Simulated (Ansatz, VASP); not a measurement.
## One calculation of TaSi2, two programs

```xyz
9
Lattice="4.9038 0.0000 0.0000 -2.4519 4.2468 0.0000 0.0000 0.0000 6.7528" Properties=species:S:1:pos:R:3 pbc="T T T"
Ta    2.4519    0.0000    0.0000
Ta    1.2260    2.1234    4.5019
Ta   -1.2260    2.1234    2.2509
Si    0.0000    1.3529    0.0000
Si    3.7322    0.6764    4.5019
Si    1.2803    3.5704    2.2509
Si    2.4519    2.8939    0.0000
Si   -1.2803    3.5704    4.5019
Si    1.1716    0.6764    2.2509
```

Change from the starting cell: strain +0.030 along x and y, +0.030 along z, atoms carried along.

Alike in both runs: task single point; functional PBEsol; k mesh 12 × 12 × 6; occupations gaussian, width 0.15 eV; no spin polarisation.

|  | VASP | Ansatz |
| --- | --- | --- |
| version | VASP 6.6.1 | Ansatz 0.2.0 |
| potentials or method | VASP PAW PBE potentials, release 64 (Ta_pv, Si), cutoff 520 eV | scalar-relativistic, plane waves, PAW |
| valence electrons in the cell | 57 | 63 |

|  | VASP | Ansatz | Ansatz less VASP |
| --- | --- | --- | --- |
| gap on the k mesh at the Fermi level (eV) | none | none | - |
| pressure (GPa) | -14.3 | -14.5 | -0.19 |
| traceless stress, the component that is largest in VASP (GPa) | -1.81 | -1.86 | -0.050 |
| rms of the force components (eV/Å) | 0.011 | 0.011 | +0.0009 |

VASP's potentials were made for PBE, not for PBEsol. Atom by atom the forces differ by 0.001 eV/Å (rms over components). A gap of «none» marks a metal or a gap that the smearing closes. With one functional, cell and mesh, what is left measures potentials, basis and numerics. VASP's potentials hold 57 valence electrons a cell and Ansatz's 63, so a difference there can come from the potentials and not from the codes.

Neither program's run includes spin-orbit coupling.
